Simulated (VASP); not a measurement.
CeO2, 3 atoms in the cell. Symmetry: Fm-3m, No. 225, cubic system. The conventional cell has a = 5.435 Å, b = 5.435 Å, c = 5.435 Å, α = 90.00°, β = 90.00°, γ = 90.00°. Ce (site symmetry m-3m) has 8 O at 2.35 Å within 3.1 Å. O (site symmetry -43m) has 4 Ce at 2.35 Å and 6 O at 2.72 Å within 3.1 Å. 

```yaml
Program: VASP 6.6.1
Task: single point
Functional: revPBE
Dispersion: D4
Potentials_or_basis: VASP PAW PBE potentials, release 64 (Ce, O)
Cutoff: 520 eV
k_mesh: 8 × 8 × 8
Occupations: gaussian, width 0.05 eV
Spin: no spin polarisation
Dipole_correction: no
Further_INCAR_settings: ALGO = Normal; EDIFF = 1e-07; NBANDS = 19
```

Potentials or basis: VASP PAW PBE potentials, release 64 (Ce, O).

Run with:

```sh
$ cat potpaw_PBE.64/Ce/POTCAR potpaw_PBE.64/O/POTCAR > POTCAR
$ mpirun -np 1 vasp_std > vasp.out
```

Hardware: 1 thread of Intel Xeon 8259CL (shared host).

Task: Estimate the wall time of this run.

Result: Wall time 63 s on 1 thread of Intel Xeon 8259CL, with other jobs on the host, peak memory 0.19 GiB. Counts: scf iterations 21, k points 29.
